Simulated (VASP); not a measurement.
# Bi2Te3 in VASP: notebook, part 2 of 2

VASP 6.6.1. Earlier steps stand in the parts before.

## 4. Electric field gradients, PBE (equal xx and yy strain of -2 %)

INCAR

```
  PREC = Accurate
  ENCUT = 520
  EDIFF = 1E-8
  ISMEAR = -1
  SIGMA = 0.08
  LREAL = F
  LASPH = T
  NELM = 80
  ALGO = Normal
  ISIF = 2
  LWAVE = F
  LCHARG = F
  GGA = PE
  LEFG = T
  NBANDS = 32
```

KPOINTS

```
Automatic mesh
0
Gamma
  7 7 7
```

POSCAR

```
Bi2Te3
1.0
    2.1491405472      1.2408068734     10.1656700000
   -2.1491405472      1.2408068734     10.1656700000
    0.0000000000     -2.4816137469     10.1656700000
Bi Te
2 3
Direct
    0.4000000000      0.4000000000      0.4000000000
    0.6000000000      0.6000000000      0.6000000000
    0.0000000000      0.0000000000      0.0000000000
    0.2095000000      0.2095000000      0.2095000000
    0.7905000000      0.7905000000      0.7905000000
```

Potentials or basis: VASP PAW PBE potentials, release 64 (Bi_d, Te).

Command:

```console
$ cat potpaw_PBE.64/Bi_d/POTCAR potpaw_PBE.64/Te/POTCAR > POTCAR
$ mpirun -np 1 vasp_std > vasp.out
```

OUTCAR:

```text
PREC = Accurate
   ENCUT = 520
   EDIFF = 1E-8
   ISMEAR = -1
   LREAL = F
   LASPH = T
   NELM = 80
   ISIF = 2
   GGA = PE

 ion  position               nearest neighbor table
   1  0.400  0.400  0.400-   5 3.03   5 3.03   5 3.03   3 3.21   3 3.21   3 3.21
   2  0.600  0.600  0.600-   4 3.03   4 3.03   4 3.03   3 3.21   3 3.21   3 3.21
   3  0.000  0.000  0.000-   2 3.21   1 3.21   2 3.21   2 3.21   1 3.21   1 3.21
   4  0.209  0.209  0.209-   2 3.03   2 3.03   2 3.03   5 3.60   5 3.60   5 3.60
   5  0.791  0.791  0.791-   1 3.03   1 3.03   1 3.03   4 3.60   4 3.60   4 3.60

  LATTYP: Found a trigonal (rhomboedric) cell.
 ALAT       =    10.4641890913
 COS(alpha) =     0.9156376879

  Lattice vectors:

[... 1073 lines left out ...]
   2     -19.485   -19.485    38.971     0.000     0.000     0.000
   3     -56.005   -56.005   112.010     0.000    -0.000     0.000
   4     -10.547   -10.547    21.094    -0.000    -0.000     0.000
   5     -10.547   -10.547    21.094    -0.000    -0.000     0.000
---------------------------------------------------------------------

 Electric field gradients after diagonalization (V/A^2)
 (convention: |V_zz| > |V_xx| > |V_yy|)
----------------------------------------------------------------------
 ion       V_xx      V_yy      V_zz     asymmetry (V_yy - V_xx)/ V_zz
----------------------------------------------------------------------
   1     -19.485   -19.485    38.971       0.000
   2     -19.485   -19.485    38.971       0.000
   3     -56.005   -56.005   112.010       0.000
   4     -10.547   -10.547    21.094       0.000
   5     -10.547   -10.547    21.094       0.000
----------------------------------------------------------------------

           NMR quadrupolar parameters

 Cq : quadrupolar parameter    Cq=e*Q*V_zz/h
 eta: asymmetry parameters     (V_yy - V_xx)/ V_zz
 Q  : nuclear electric quadrupole moment in mb (millibarn)
----------------------------------------------------------------------
 ion       Cq(MHz)       eta       Q (mb)
----------------------------------------------------------------------
   1       0.094       0.000       1.000
   2       0.094       0.000       1.000
   3       0.271       0.000       1.000
   4       0.051       0.000       1.000
   5       0.051       0.000       1.000
----------------------------------------------------------------------
```

Wall time 23 min (1 thread of Oxide Virtual Turin-like, shared host); peak memory 0.97 GiB.

Results:

```yaml
Free_energy: -18.2014 eV
Pressure: 4.3 GPa
Largest_force: 0.193 eV/Å
Band_gap_on_the_k_mesh: 0.32 eV
Largest_electric_field_gradient_by_atom: Bi +39.0; Te +112.0, +21.1 (each value once) V/Å²
```

Forces on the atoms (eV/Å):
```
Bi   0.000  0.000 -0.084
Bi   0.000  0.000  0.084
Te   0.000  0.000  0.000
Te   0.000  0.000 -0.193
Te   0.000  0.000  0.193
```

Stress tensor (GPa, compression positive):
```
4.50 0.00 0.00
0.00 4.50 0.00
0.00 0.00 3.80
```

Electric field gradients, principal values (V/Å²):
| atom | least | middle | greatest (by size) |
| --- | --- | --- | --- |
| 1 Bi | -19.485 | -19.485 | 38.971 |
| 2 Bi | -19.485 | -19.485 | 38.971 |
| 3 Te | -56.005 | -56.005 | 112.010 |
| 4 Te | -10.547 | -10.547 | 21.094 |
| 5 Te | -10.547 | -10.547 | 21.094 |

Caveat: the cell differs from its parent crystal (equal xx and yy strain of -2 %); the cell stands under pressure; without QUAD_EFG the Cq values of the log hold for a quadrupole moment of 1 mb, not for the nuclei; spin-orbit coupling is left out, which moves the levels of the heavy elements. A k mesh can miss the band edges.

## 5. Electric field gradients, PBE (equal xx and yy strain of +1 %)

INCAR

```
PREC     = Accurate       # precision mode
ENCUT    = 520            # plane-wave cutoff, eV
EDIFF    = 1E-8           # SCF threshold, eV
ISMEAR   = -1             # smearing method
SIGMA    = 0.08           # smearing width, eV
LREAL    = False          # projectors in reciprocal space
LASPH    = True           # aspherical terms in the spheres
NELM     = 100            # most SCF steps
ALGO     = Normal         # electronic algorithm
ISIF     = 2              # what is computed and relaxed
LWAVE    = False          # write WAVECAR
LCHARG   = False          # write CHGCAR
GGA      = PE             # functional
LEFG     = True         
NBANDS   = 32             # bands
```

KPOINTS is that of step 4.

Edit POSCAR of step 4 so:

```diff
@@ -2,5 +2,5 @@
 1.0
-    2.1491405472      1.2408068734     10.1656700000
-   -2.1491405472      1.2408068734     10.1656700000
-    0.0000000000     -2.4816137469     10.1656700000
+    2.2149305640      1.2787907573     10.1656700000
+   -2.2149305640      1.2787907573     10.1656700000
+    0.0000000000     -2.5575815146     10.1656700000
 Bi Te
```

Potentials or basis: VASP PAW PBE potentials, release 64 (Bi_d, Te).

Command:

```console
$ cat potpaw_PBE.64/Bi_d/POTCAR potpaw_PBE.64/Te/POTCAR > POTCAR
$ mpirun -np 1 vasp_std > vasp.out
```

OUTCAR:

```text
PREC = Accurate
   ENCUT = 520
   EDIFF = 1E-8
   ISMEAR = -1
   LREAL = False
   LASPH = True
   NELM = 100
   ISIF = 2
   GGA = PE

 ion  position               nearest neighbor table
   1  0.400  0.400  0.400-   5 3.10   5 3.10   5 3.10   3 3.27   3 3.27   3 3.27
   2  0.600  0.600  0.600-   4 3.10   4 3.10   4 3.10   3 3.27   3 3.27   3 3.27
   3  0.000  0.000  0.000-   2 3.27   1 3.27   2 3.27   2 3.27   1 3.27   1 3.27
   4  0.209  0.209  0.209-   2 3.10   2 3.10   2 3.10   5 3.66   5 3.66   5 3.66
   5  0.791  0.791  0.791-   1 3.10   1 3.10   1 3.10   4 3.66   4 3.66   4 3.66

  LATTYP: Found a trigonal (rhomboedric) cell.
 ALAT       =    10.4824648701
 COS(alpha) =     0.9107057700

  Lattice vectors:

 A1 = (   2.2149305640,   1.2787907573,  10.1656700000)
 A2 = (  -2.2149305640,   1.2787907573,  10.1656700000)
 A3 = (   0.0000000000,  -2.5575815146,  10.1656700000)

Analysis of symmetry for initial positions (statically):
=====================================================================
 Subroutine PRICEL returns:
 Original cell was already a primitive cell.

[... 1049 lines left out ...]
      0.00000      0.00000     24.10789        -0.000000      0.000000     -0.127845
 -----------------------------------------------------------------------------------
    total drift:                               -0.000000     -0.000000     -0.000000

  FREE ENERGIE OF THE ION-ELECTRON SYSTEM (eV)
  ---------------------------------------------------
  free  energy   TOTEN  =       -18.3660745969 eV

  energy  without entropy=      -18.3645237486  energy(sigma->0) =      -18.36529917

 Electric field gradients (V/A^2)
---------------------------------------------------------------------
 ion       V_xx      V_yy      V_zz      V_xy      V_xz      V_yz
---------------------------------------------------------------------
   1     -10.422   -10.422    20.845     0.000     0.000     0.000
   2     -10.422   -10.422    20.845     0.000    -0.000     0.000
   3     -42.592   -42.592    85.185     0.000    -0.000     0.000
   4      -1.894    -1.894     3.788    -0.000    -0.000     0.000
   5      -1.894    -1.894     3.788    -0.000    -0.000     0.000
---------------------------------------------------------------------

 Electric field gradients after diagonalization (V/A^2)
 (convention: |V_zz| > |V_xx| > |V_yy|)
----------------------------------------------------------------------
 ion       V_xx      V_yy      V_zz     asymmetry (V_yy - V_xx)/ V_zz
----------------------------------------------------------------------
   1     -10.422   -10.422    20.845       0.000
   2     -10.422   -10.422    20.845       0.000
   3     -42.592   -42.592    85.185       0.000
   4      -1.894    -1.894     3.788       0.000
   5      -1.894    -1.894     3.788       0.000
----------------------------------------------------------------------

           NMR quadrupolar parameters

 Cq : quadrupolar parameter    Cq=e*Q*V_zz/h
 eta: asymmetry parameters     (V_yy - V_xx)/ V_zz
 Q  : nuclear electric quadrupole moment in mb (millibarn)
----------------------------------------------------------------------
 ion       Cq(MHz)       eta       Q (mb)
----------------------------------------------------------------------
   1       0.050       0.000       1.000
   2       0.050       0.000       1.000
   3       0.206       0.000       1.000
   4       0.009       0.000       1.000
   5       0.009       0.000       1.000
----------------------------------------------------------------------
```

stdout:

```text
POSCAR found type information on POSCAR BiTe
 POSCAR found :  2 types and       5 ions
 scaLAPACK will be used
 LDA part: xc-table for (Slater+PW92), standard interpolation
 POSCAR, INCAR and KPOINTS ok, starting setup
 FFT: planning ... GRIDC
 FFT: planning ... GRID_SOFT
 FFT: planning ... GRID
 WAVECAR not read
 entering main loop
ion   1

ion   2

ion   3

ion   4

ion   5
```

It took 22 min on 1 thread of Oxide Virtual Turin-like, shared host; peak memory 0.97 GiB.

What came out:

| Quantity | Value |
| --- | --- |
| Free energy | -18.3661 eV |
| Pressure | 0.8 GPa |
| Largest force | 0.128 eV/Å |
| Band gap on the k mesh | 0.26 eV |
| Largest electric field gradient by atom | Bi +20.8; Te +85.2, +3.8 (each value once) V/Å² |

Forces in eV/Å, atoms in the order of the input:
```
Bi   0.000  0.000  0.076
Bi   0.000  0.000 -0.076
Te   0.000  0.000  0.000
Te   0.000  0.000  0.128
Te   0.000  0.000 -0.128
```

Electric field gradients, principal values (V/Å²):
```
atom    least   middle  greatest (by size)
1 Bi  -10.422  -10.422              20.845
2 Bi  -10.422  -10.422              20.845
3 Te  -42.592  -42.592              85.185
4 Te   -1.894   -1.894               3.788
5 Te   -1.894   -1.894               3.788
```

Caveat: the cell differs from its parent crystal (equal xx and yy strain of +1 %); without QUAD_EFG the Cq values of the log hold for a quadrupole moment of 1 mb, not for the nuclei; spin-orbit coupling is left out, which moves the levels of the heavy elements.

## 6. Electric field gradients, PBE (equal xy, yz and zx shear strains of -1 %)

INCAR

```
SYSTEM = Bi2Te3
PREC     = Accurate       ! precision mode
ENCUT    = 520            ! plane-wave cutoff, eV
EDIFF    = 1E-8           ! SCF threshold, eV
ISMEAR   = -1             ! smearing method
SIGMA    = 0.08           ! smearing width, eV
LREAL    = .FALSE.        ! projectors in reciprocal space
LASPH    = .TRUE.         ! aspherical terms in the spheres
NELM     = 80             ! most SCF steps
ALGO     = Normal         ! electronic algorithm
ISIF     = 2              ! what is computed and relaxed
LWAVE    = .FALSE.        ! write WAVECAR
LCHARG   = .FALSE.        ! write CHGCAR
GGA      = PE             ! functional
LEFG     = .TRUE.       
NBANDS   = 32             ! bands
KPAR     = 4
```

KPOINTS

```
regular mesh
0
G
  7 7 7
  0 0 0
```

Edit POSCAR of step 5 so:

```diff
@@ -2,5 +2,5 @@
 1.0
-    2.2149305640      1.2787907573     10.1656700000
-   -2.2149305640      1.2787907573     10.1656700000
-    0.0000000000     -2.5575815146     10.1656700000
+    2.1358415611      1.2043361099     10.1483743499
+   -2.2501595557      1.2262661155     10.1703043555
+   -0.0381670554     -2.5830872754     10.1783312946
 Bi Te
```

Potentials or basis: VASP PAW PBE potentials, release 64 (Bi_d, Te).

Command:

```console
$ cat potpaw_PBE.64/Bi_d/POTCAR potpaw_PBE.64/Te/POTCAR > POTCAR
$ mpirun -np 4 vasp_std > vasp.out
```

OUTCAR:

```text
SYSTEM = Bi2Te3
   PREC = Accurate
   ENCUT = 520
   EDIFF = 1E-8
   ISMEAR = -1
   LREAL = .FALSE.
   LASPH = .TRUE.
   NELM = 80
   ISIF = 2
   GGA = PE

 ion  position               nearest neighbor table
   1  0.400  0.400  0.400-   5 3.06   5 3.08   5 3.08   3 3.23   3 3.25   3 3.26
   2  0.600  0.600  0.600-   4 3.06   4 3.08   4 3.08   3 3.23   3 3.25   3 3.26
   3  0.000  0.000  0.000-   2 3.23   1 3.23   2 3.25   1 3.25   2 3.26   1 3.26
   4  0.209  0.209  0.209-   2 3.06   2 3.08   2 3.08   5 3.62   5 3.64   5 3.66
   5  0.791  0.791  0.791-   1 3.06   1 3.08   1 3.08   4 3.62   4 3.64   4 3.66

  LATTYP: Found a triclinic cell.
 ALAT       =     7.5969666932
 B/A-ratio  =     0.5798385326
 C/A-ratio  =     1.5018576713
 COS(alpha) =     0.0010346982
 COS(beta)  =     0.2270001974
 COS(gamma) =     0.8672748744

  Lattice vectors:

 A1 = (   0.0379838838,  -7.5967767762,   0.0379838838)
 A2 = (   2.2119925003,  -3.8093533909,   0.0080269391)
 A3 = (  -4.4241681722,  -2.5611572698,  10.2002613002)

Analysis of symmetry for initial positions (statically):
=====================================================================
 Subroutine PRICEL returns:
 Original cell was already a primitive cell.

 Routine SETGRP: Setting up the symmetry group for a
 triclinic supercell.

 Subroutine GETGRP returns: Found  2 space group operations
 (whereof  2 operations were pure point group operations)
 out of a pool of  2 trial point group operations.

The static configuration has the point symmetry S_2 .

Analysis of symmetry for dynamics (positions and initial velocities):
=====================================================================
 Subroutine PRICEL returns:
[... 1017 lines left out ...]
  -------------------------------------------------------------------------------------
  Total        1.7664221      2.3789707      1.8632605      0.0489643      0.5918267      0.2789198
  in kB       16.7122001     22.5075506     17.6283930      0.4632538      5.5993000      2.6388733
  external PRESSURE =      18.9493812 kB  Pullay stress =       0.0000000 kB

 VOLUME and BASIS-vectors are now :
 -----------------------------------------------------------------------------
  energy-cutoff  :      520.00
  volume of cell :      169.34
      direct lattice vectors                 reciprocal lattice vectors
     2.135841561  1.204336110 10.148374350     0.228835873  0.132951949  0.034599039
    -2.250159556  1.226266116 10.170304356    -0.227183279  0.130660396  0.032307485
    -0.038167055 -2.583087275 10.178331295    -0.001158246 -0.263117997  0.031468719

 POSITION                                       TOTAL-FORCE (eV/Angst)
 -----------------------------------------------------------------------------------
     -0.06099     -0.06099     12.19880        -0.013499     -0.027131      0.027377
     -0.09149     -0.09149     18.29821         0.013499      0.027131     -0.027377
      0.00000      0.00000      0.00000         0.000000      0.000000      0.000000
     -0.03195     -0.03195      6.38912        -0.033326     -0.068102      0.028851
     -0.12054     -0.12054     24.10789         0.033326      0.068102     -0.028851
 -----------------------------------------------------------------------------------
    total drift:                               -0.000000     -0.000000     -0.000000

  FREE ENERGIE OF THE ION-ELECTRON SYSTEM (eV)
  ---------------------------------------------------
  free  energy   TOTEN  =       -18.3312948137 eV

  energy  without entropy=      -18.3298309058  energy(sigma->0) =      -18.33056286

 Electric field gradients (V/A^2)
---------------------------------------------------------------------
 ion       V_xx      V_yy      V_zz      V_xy      V_xz      V_yz
---------------------------------------------------------------------
   1      -2.768   -23.749    26.517    -0.393    -8.748   -18.156
   2      -2.768   -23.749    26.517    -0.393    -8.748   -18.156
   3     -46.879   -47.185    94.063    -6.842    -5.315    -6.039
   4      -3.861    -5.666     9.527    -4.989    -6.310    -7.056
   5      -3.861    -5.666     9.527    -4.989    -6.310    -7.056
---------------------------------------------------------------------

 Electric field gradients after diagonalization (V/A^2)
 (convention: |V_zz| > |V_xx| > |V_yy|)
----------------------------------------------------------------------
 ion       V_xx      V_yy      V_zz     asymmetry (V_yy - V_xx)/ V_zz
----------------------------------------------------------------------
   1     -29.981    -4.235    34.216       0.752
   2     -29.981    -4.235    34.216       0.752
   3     -54.310   -40.189    94.500       0.149
   4      13.389     0.301   -13.690       0.956
   5      13.389     0.301   -13.690       0.956
----------------------------------------------------------------------

           NMR quadrupolar parameters

 Cq : quadrupolar parameter    Cq=e*Q*V_zz/h
 eta: asymmetry parameters     (V_yy - V_xx)/ V_zz
 Q  : nuclear electric quadrupole moment in mb (millibarn)
----------------------------------------------------------------------
 ion       Cq(MHz)       eta       Q (mb)
----------------------------------------------------------------------
   1       0.083       0.752       1.000
   2       0.083       0.752       1.000
   3       0.228       0.149       1.000
   4      -0.033       0.956       1.000
   5      -0.033       0.956       1.000
----------------------------------------------------------------------
```

stdout:

```text
POSCAR found type information on POSCAR BiTe
 POSCAR found :  2 types and       5 ions
 scaLAPACK will be used
 LDA part: xc-table for (Slater+PW92), standard interpolation
 POSCAR, INCAR and KPOINTS ok, starting setup
 FFT: planning ... GRIDC
 FFT: planning ... GRID_SOFT
 FFT: planning ... GRID
 WAVECAR not read
 entering main loop
ion   1
     0.0000690    -0.0346868    -0.0020297     0.3041231    -0.0218520    -0.0144716
     0.0000950    -0.0346868    -0.0020297     0.3041231    -0.0218520    -0.0144716
     0.0001308    -0.0346868    -0.0020297     0.3041231    -0.0218520    -0.0144716
     0.0001801    -0.0346868    -0.0020297     0.3041230    -0.0218520    -0.0144716

     0.0000690     0.3713539    16.6094163   -21.0293803     8.0084742    -9.5900604
     0.0000950     0.3701489    16.5963537   -21.0048597     8.0016009    -9.5829342
     0.0001308     0.3682971    16.5767233   -20.9676420     7.9912499    -9.5722426
     0.0001801     0.3654650    16.5473519   -20.9114022     7.9757298    -9.5562718
[... 34 lines left out ...]
ion   5
     0.0000585     0.0135431     0.0634523    -0.0293937     0.0372663    -0.0270528
     0.0000806     0.0135431     0.0634523    -0.0293937     0.0372663    -0.0270528
     0.0001110     0.0135431     0.0634523    -0.0293937     0.0372663    -0.0270528
     0.0001528     0.0135431     0.0634523    -0.0293937     0.0372663    -0.0270528

     0.0000585     4.5589319     6.4962931    -7.5960743     5.7879245    -0.8521631
     0.0000806     4.5583853     6.4955699    -7.5947352     5.7872561    -0.8520855
     0.0001110     4.5575191     6.4944259    -7.5925858     5.7861980    -0.8519633
     0.0001528     4.5561524     6.4926242    -7.5891495     5.7845303    -0.8517716
```

Run time: 27 min. Hardware: 4 MPI ranks of Oxide Virtual Turin-like, shared host; peak memory 1.5 GiB.

Results:

```
Free energy                             : -18.3313 eV
Pressure                                : 1.9 GPa
Largest force                           : 0.081 eV/Å
Band gap on the k mesh                  : 0.28 eV
Largest electric field gradient by atom : Bi +34.2; Te +94.5, -13.7 (each value once) V/Å²
```

Forces in eV/Å, atoms in the order of the input:
```
Bi  -0.013 -0.027  0.027
Bi   0.013  0.027 -0.027
Te   0.000  0.000  0.000
Te  -0.033 -0.068  0.029
Te   0.033  0.068 -0.029
```

Levels at points of the mesh, in eV from the valence-band top:
```
           k point  band 20  band 21  band 22  band 23  band 24  band 25  band 26  band 27  band 28  band 29
(0.00, 0.00, 0.00)    -1.67    -1.65    -0.89    -0.86     0.00     0.28     0.62     0.67     1.94     2.03
```

Electric field gradients, principal values (V/Å²):
```tsv
atom	least	middle	greatest (by size)
1 Bi	-4.235	-29.981	34.216
2 Bi	-4.235	-29.981	34.216
3 Te	-40.189	-54.310	94.500
4 Te	0.301	13.389	-13.690
5 Te	0.301	13.389	-13.690
```

Caveat: the cell differs from its parent crystal (equal xy, yz and zx shear strains of -1 %); without QUAD_EFG the Cq values of the log hold for a quadrupole moment of 1 mb, not for the nuclei; spin-orbit coupling is left out, which moves the levels of the heavy elements.

## 7. The runs side by side

```tsv
cell	gap on the mesh (eV)	pressure (GPa)	largest force (eV/Å)
a = 10.546 Å, angles 24.2°, 5 atoms	0.29	0.8	0.15
a = 10.464 Å, angles 23.7°, 5 atoms	0.32	4.3	0.19
a = 10.482 Å, angles 24.4°, 5 atoms	0.26	0.8	0.13
a = 10.440, b = 10.488, c = 10.501 Å, angles 24.2, 24.1, 24.2°, 5 atoms	0.28	1.9	0.08
```

Alike in all rows: task electric field gradients; level PBE; potentials or basis VASP PAW PBE potentials, release 64 (Bi_d, Te); no spin polarisation; k mesh 7 × 7 × 7; cutoff (eV) 520; smearing fermi-dirac 0.08 eV.

Caveats: spin-orbit coupling is left out, which moves the levels of the heavy elements; the cell stands under pressure (at least some runs).

Total energies depend on the potentials used, so only differences within one code and one set of settings carry meaning.
